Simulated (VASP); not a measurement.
# Sr8Tl15 (a cell with a defect) in VASP: single point with LDA

Aim: the single point of Sr8Tl15 (a cell with a defect) with LDA.

Program: VASP 6.6.1. These are calculated values, not measurements. Logs are shortened: lines on timing, memory, paths and dates and some standing lists are left out, and cuts for length are marked.

### Step 1. The cell of the first run

The cell holds a defect, 23 atoms: a = 10.231 Å, b = 10.231 Å, c = 8.284 Å, α = 90.00°, β = 90.00°, γ = 120.00°.

### Step 2. Single point, LDA

Contents of INCAR:

```
  ALGO = Normal
  EDIFF = 1E-6
  ENCUT = 520
  GGA = CA
  ISIF = 2
  ISMEAR = 1
  LASPH = T
  LCHARG = F
  LREAL = Auto
  LWAVE = F
  NBANDS = 154
  NELM = 100
  PREC = Accurate
  SIGMA = 0.15
```

Contents of KPOINTS:

```
k-points
0
Gamma
  2 2 2
```

Contents of POSCAR:

```
Sr8Tl15
1.0
   10.2306323100     -0.0000014600      0.0000000000
   -5.1153174200      8.8599867400      0.0000000000
    0.0000000000      0.0000000000      8.2839107700
Tl Sr
15 8
Direct
    0.1636612854      0.3272536770      0.4671823620
    0.3390366683      0.1691933113      0.9469943868
    0.1653953755      0.3307247886      0.0363414103
    0.3501355296      0.1758600274      0.5487128153
    0.1508227179      0.8259547599      0.4523421490
    0.3354987357      0.6709372897      0.9642650943
    0.1621144423      0.8327624469      0.0541450786
    0.3373062487      0.6745530967      0.5341617170
    0.8302239552      0.1691928279      0.9469925761
    0.6716274509      0.3431858387      0.0669799585
    0.8257923736      0.1758577356      0.5487123324
    0.6751916966      0.8259559749      0.4523428733
    0.8294579272      0.6588568789      0.9347239746
    0.6707083590      0.8327638851      0.0541478551
    0.7505851140      0.5011064041      0.4999526329
    0.0045341509      0.0090084792      0.2457166737
   -0.0039022230     -0.0078754075      0.7406385909
    0.0125170613      0.4944090941      0.2491437990
    0.0186638687      0.5075601306      0.7517570110
    0.5048555901      0.0096560796      0.2605620775
    0.4964643660     -0.0071396580      0.7554341390
    0.4819589581      0.4944099616      0.2491411433
    0.4889571565      0.5075606596      0.7517545967
```

Potentials or basis: VASP PAW LDA potentials, release 64 (Tl_d, Sr_sv).

Command:

```console
> cat potpaw_LDA.64/Tl_d/POTCAR potpaw_LDA.64/Sr_sv/POTCAR > POTCAR
> mpirun -np 1 vasp_std > vasp.out
```

OUTCAR:

```text
EDIFF = 1E-6
   ENCUT = 520
   GGA = CA
   ISIF = 2
   ISMEAR = 1
   LASPH = T
   LREAL = Auto
   NELM = 100
   PREC = Accurate

 ion  position               nearest neighbor table
   1  0.164  0.327  0.467-   4 3.07  11 3.07   8 3.13  22 3.35  18 3.35  16 3.36   3 3.57  23 3.73
                            19 3.73  17 3.73
   2  0.339  0.169  0.947-   3 3.06  10 3.11   7 3.11   4 3.30  21 3.36  23 3.41  17 3.49  22 3.82
                            16 3.86  20 3.88
   3  0.165  0.331  0.036-   9 3.06   2 3.06   6 3.07  22 3.31  18 3.31  16 3.34   1 3.57  23 3.71
                            19 3.71  17 3.87
   4  0.350  0.176  0.549-   1 3.07   5 3.21   2 3.30  21 3.39  23 3.40  17 3.52  20 3.71  22 3.77
                            15 3.79  16 3.96
   5  0.151  0.826  0.452-   8 3.07   4 3.21   7 3.30  16 3.39  18 3.40  20 3.52  17 3.71  19 3.77
                            15 3.79  21 3.96
   6  0.335  0.671  0.964-   7 3.06  14 3.06   3 3.07  19 3.31  23 3.31  21 3.34   8 3.56  18 3.71
                            22 3.71  20 3.88
   7  0.162  0.833  0.054-   6 3.06  13 3.11   2 3.11   5 3.30  16 3.36  18 3.41  20 3.49  19 3.82
                            21 3.86  17 3.88
   8  0.337  0.675  0.534-  12 3.07   5 3.07   1 3.13  23 3.35  19 3.35  21 3.36   6 3.56  18 3.73
                            22 3.73  20 3.74
   9  0.830  0.169  0.947-   3 3.06  10 3.11  14 3.11  11 3.30  21 3.36  19 3.41  17 3.49  18 3.82
[... 15 lines left out ...]
  17  0.996  0.992  0.741-  13 3.36   2 3.49   9 3.49   4 3.52  11 3.52   5 3.71  12 3.71   1 3.73
                             3 3.87   7 3.88  14 3.88  16 4.10  16 4.19  19 5.08  23 5.08  21 5.12
  18  0.013  0.494  0.249-   3 3.31   1 3.35  10 3.38   5 3.40   7 3.41  15 3.42   6 3.71   8 3.73
                            11 3.77   9 3.82  13 4.03  19 4.12  19 4.17  22 4.80  16 4.93  20 5.08
  19  0.019  0.508  0.752-   6 3.31   8 3.35  13 3.38  11 3.40   9 3.41  15 3.42   3 3.71   1 3.73
                             5 3.77   7 3.82  10 4.04  18 4.12  18 4.17  23 4.81  21 4.93  17 5.08
  20  0.505  0.010  0.261-  10 3.36   7 3.49  14 3.49   5 3.52  12 3.52   4 3.71  11 3.71   8 3.74
                             6 3.88   2 3.88   9 3.88  21 4.10  21 4.19  22 5.08  18 5.08  16 5.12
  21  0.496  0.993  0.755-   6 3.34   9 3.36   2 3.36   8 3.36  11 3.39   4 3.39  14 3.86   7 3.86
                            12 3.96   5 3.96  10 4.04  20 4.10  20 4.19  23 4.93  19 4.93  17 5.12
  22  0.482  0.494  0.249-   3 3.31   1 3.35  10 3.38  12 3.40  14 3.41  15 3.42   6 3.71   8 3.73
                             4 3.77   2 3.82  13 4.03  23 4.12  23 4.17  18 4.80  16 4.93  20 5.08
  23  0.489  0.508  0.752-   6 3.31   8 3.35  13 3.38   4 3.40   2 3.41  15 3.42   3 3.71   1 3.73
                            12 3.77  14 3.82  10 4.04  22 4.12  22 4.17  19 4.81  21 4.93  17 5.08

  LATTYP: Found a hexagonal cell.
 ALAT       =    10.2306323100
 C/A-ratio  =     0.8097164006

  Lattice vectors:

 A1 = (  10.2306323100,  -0.0000014600,   0.0000000000)
 A2 = (  -5.1153174200,   8.8599867400,   0.0000000000)
 A3 = (   0.0000000000,   0.0000000000,   8.2839107700)

Analysis of symmetry for initial positions (statically):
=====================================================================
 Subroutine PRICEL returns:
 Original cell was already a primitive cell.

 Routine SETGRP: Setting up the symmetry group for a
 hexagonal supercell.

 Subroutine GETGRP returns: Found  1 space group operations
 (whereof  1 operations were pure point group operations)
 out of a pool of 24 trial point group operations.

The static configuration has the point symmetry C_1 .

Analysis of symmetry for dynamics (positions and initial velocities):
=====================================================================
 Subroutine PRICEL returns:
 Original cell was already a primitive cell.

 Routine SETGRP: Setting up the symmetry group for a
 hexagonal supercell.

 Subroutine GETGRP returns: Found  1 space group operations
 (whereof  1 operations were pure point group operations)
 out of a pool of 24 trial point group operations.

The dynamic configuration has the point symmetry C_1 .

 Subroutine INISYM returns: Found  1 space group operations
 (whereof  1 operations are pure point group operations),
 and found     1 'primitive' translations

----------------------------------------------------------------------------------------

                                     Primitive cell

  volume of cell :     750.8807

  direct lattice vectors                    reciprocal lattice vectors
    10.230632310 -0.000001460  0.000000000     0.097745677  0.056433512  0.000000000
    -5.115317420  8.859986740  0.000000000     0.000000016  0.112866995  0.000000000
     0.000000000  0.000000000  8.283910770     0.000000000  0.000000000  0.120715931

  length of vectors
    10.230632310 10.230632304  8.283910770     0.112866995  0.112866995  0.120715931

  position of ions in fractional coordinates (direct lattice)
[... 65 lines left out ...]
  Length of vectors
     0.056433498  0.056433498  0.060357965

  Shift w.r.t. Gamma in fractional coordinates (k-lattice)
     0.000000000  0.000000000  0.000000000

 Subroutine IBZKPT returns following result:
 ===========================================

 Found      8 irreducible k-points:

 Following reciprocal coordinates:
            Coordinates               Weight
  0.000000  0.000000  0.000000      1.000000
  0.500000  0.000000  0.000000      1.000000
  0.000000  0.500000  0.000000      1.000000
  0.500000  0.500000  0.000000      1.000000
  0.000000  0.000000  0.500000      1.000000
  0.500000  0.000000  0.500000      1.000000
  0.000000  0.500000  0.500000      1.000000
  0.500000  0.500000  0.500000      1.000000
   k-points           NKPTS =      8   k-points in BZ     NKDIM =      8   number of bands    NBANDS=    154
   number of dos      NEDOS =    301   number of ions     NIONS =     23
   total plane-waves  NPLWV = 409600
   dimension x,y,z NGX =    80 NGY =   80 NGZ =   64
   dimension x,y,z NGXF=   160 NGYF=  160 NGZF=  128
   ions per type =              15   8
   NGX,Y,Z   is equivalent  to a cutoff of  13.00, 13.00, 12.84 a.u.
   NGXF,Y,Z  is equivalent  to a cutoff of  26.00, 26.00, 25.69 a.u.
 SYSTEM =  unknown system
   PREC   = accura    normal or accurate (medium, high low for compatibility)
   ISTART =      0    job   : 0-new  1-cont  2-samecut
   ICHARG =      2    charge: 1-file 2-atom 10-const
   ISPIN  =      1    spin polarized calculation?
   LNONCOLLINEAR =      F non collinear calculations
   LSORBIT =      F    spin-orbit coupling
   LASPH  =      T    aspherical Exc in radial PAW
   ENCUT  =  520.0 eV  38.22 Ry    6.18 a.u.  19.02 19.02 15.40*2*pi/ulx,y,z
   NELM   =    100;   NELMIN=  2; NELMDL= -5     # of ELM steps
   EDIFF  = 0.1E-05   stopping-criterion for ELM
   LREAL  =      T    real-space projection
   EDIFFG = 0.1E-04   stopping-criterion for IOM
   NSW    =      0    number of steps for IOM
   IBRION =     -1    ionic relax: 0-MD 1-quasi-New 2-CG
   NFREE  =      0    steps in history (QN), initial steepest desc. (CG)
   ISIF   =      2    stress and relaxation
   ISYM   =      2    0-nonsym 1-usesym 2-fastsym
   POTIM  = 0.5000    time-step for ionic-motion
   TEBEG  =    0.0;   TEEND  =   0.0 temperature during run
   PSTRESS=    0.0 pullay stress
   NELECT =     275.0000    total number of electrons
   NUPDOWN=      -1.0000    fix difference up-down
   EMIN   =  10.00;   EMAX   =-10.00  energy-range for DOS
   EFERMI =   0.00;   METHOD = LEGACY
   ISMEAR =     1;   SIGMA  =   0.15  broadening in eV -4-tet -1-fermi 0-gaus
   EFERMI_NEDOS =   21; number of points for ismear=-14 and -15
   IALGO  =     38    algorithm
   IMIX   =      4    mixing-type and parameters
     AMIX     =   0.40;   BMIX     =  1.00
     AMIX_MAG =   1.60;   BMIX_MAG =  1.00
  volume/ion in A,a.u.               =      32.65       220.31
  Fermi-wavevector in a.u.,A,eV,Ry     =   1.171284  2.213405 18.665907  1.371905
  Thomas-Fermi vector in A             =   2.307730
   LORBIT       =      0    0 simple, 1 ext, 2 COOP (PROOUT), +10 PAW based schemes
   GGA     = CA    functional components
   LHFCALC =     F    Hartree Fock is set to
   AEXX    =    0.0000 exact exchange contribution
   IVDW    =     0    specifies the selected vdW correction
   LEPSILON=     F    determine dielectric tensor
   LRPA    =     F    only Hartree local field effects (RPA)
 non-spin polarized calculation
 Methfessel and Paxton  Order N= 1 SIGMA  =   0.15
  energy-cutoff  :      520.00
  volume of cell :      750.88
 maximum number of plane-waves:     20224
 NGX is ok and might be reduce to    80
   NGX = 39   NGY = 39   NGZ = 31

 number of electron     274.9999991 magnetization

 Free energy of the ion-electron system (eV)
  ---------------------------------------------------
  ext. energy  EPLUGINS =         0.00000000
  ---------------------------------------------------
  free energy    TOTEN  =       -68.11316298 eV

  energy without entropy =      -68.11915234  energy(sigma->0) =      -68.11515944

 E-fermi :   4.3613     XC(G=0):  -9.6067

 val. band max:        4.3522673155   @ k =   0.0000   0.0000   0.0000
 cond. band min:       4.3749194661   @ k =   0.0000   0.0000   0.5000
 fundamental gap:      0.0226521506
 Fermi energy:         4.3613150290

 k-point     1 :       0.0000    0.0000    0.0000
  band No.  band energies     occupation
      1     -31.4344      2.00000
      2     -31.4341      2.00000
      3     -31.2253      2.00000
      4     -31.2249      2.00000
      5     -31.1515      2.00000
      6     -31.1508      2.00000
[... 1205 lines left out ...]
    148       6.2142     -0.00000
    149       6.4668     -0.00000
 [bands above 149 left out]

------------------------ aborting loop because EDIFF is reached ----------------------------------------

  FORCE on cell =-STRESS in cart. coord.  units (eV):
  Direction    XX          YY          ZZ          XY          YZ          ZX
  --------------------------------------------------------------------------------------
  -------------------------------------------------------------------------------------
  Total      -10.5984205    -15.8863374     -9.5749116      0.0005466     -0.9224357      0.0003778
  in kB      -22.6141778    -33.8971698    -20.4302853      0.0011663     -1.9682295      0.0008061
  external PRESSURE =     -25.6472110 kB  Pullay stress =       0.0000000 kB

 VOLUME and BASIS-vectors are now :
 -----------------------------------------------------------------------------
  energy-cutoff  :      520.00
  volume of cell :      750.88
      direct lattice vectors                 reciprocal lattice vectors
    10.230632310 -0.000001460  0.000000000     0.097745677  0.056433512  0.000000000
    -5.115317420  8.859986740  0.000000000     0.000000016  0.112866995  0.000000000
     0.000000000  0.000000000  8.283910770     0.000000000  0.000000000  0.120715931

 POSITION                                       TOTAL-FORCE (eV/Angst)
 -----------------------------------------------------------------------------------
      0.00035      2.89946      3.87010         0.000087      0.004718     -0.001640
      2.60308      1.49905      7.84482         0.001808     -0.007933      0.035059
      0.00034      2.93022      0.30105        -0.000130     -0.025958     -0.012552
      2.68253      1.55812      4.54549         0.002310     -0.012849     -0.027415
     -2.68201      7.31795      3.74716        -0.002502      0.011925      0.026852
      0.00031      5.94450      7.98789         0.000044      0.026666      0.013438
[... 15 lines left out ...]
      2.40168      4.38047      2.06386         0.013931     -0.000602     -0.007185
      2.40601      4.49698      6.22747         0.014211      0.000566      0.007717
 -----------------------------------------------------------------------------------
    total drift:                               -0.000254     -0.003593     -0.000632

  FREE ENERGIE OF THE ION-ELECTRON SYSTEM (eV)
  ---------------------------------------------------
  free  energy   TOTEN  =       -68.1131629808 eV

  energy  without entropy=      -68.1191523444  energy(sigma->0) =      -68.11515944
```

Wall time 28 min (1 thread of Intel Xeon Platinum 8259CL at 2.50GHz (Skylake/Cascade Lake), shared host); peak memory 0.96 GiB.

What came out:

```
Free energy   : -68.1132 eV
Pressure      : -2.6 GPa
Largest force : 0.036 eV/Å
```

Forces in eV/Å, atoms in the order of the input:
```
Tl   0.000  0.005 -0.002
Tl   0.002 -0.008  0.035
Tl   0.000 -0.026 -0.013
Tl   0.002 -0.013 -0.027
Tl  -0.003  0.012  0.027
Tl   0.000  0.027  0.013
Tl  -0.002  0.009 -0.035
Tl   0.000 -0.004  0.001
Tl  -0.002 -0.008  0.035
Tl   0.000  0.019 -0.020
Tl  -0.002 -0.013 -0.027
Tl   0.002  0.012  0.027
Tl   0.000 -0.018  0.018
Tl   0.002  0.009 -0.035
Tl   0.000 -0.002  0.002
Sr   0.000 -0.003  0.008
Sr   0.000 -0.002  0.003
Sr  -0.014 -0.001 -0.007
Sr  -0.014  0.001  0.008
Sr   0.000  0.002 -0.003
Sr   0.000  0.002 -0.008
Sr   0.014 -0.001 -0.007
Sr   0.014  0.001  0.008
```

Caveat: the k points lie up to 0.38 Å⁻¹ apart; spin-orbit coupling is left out, which moves the levels of the heavy elements.
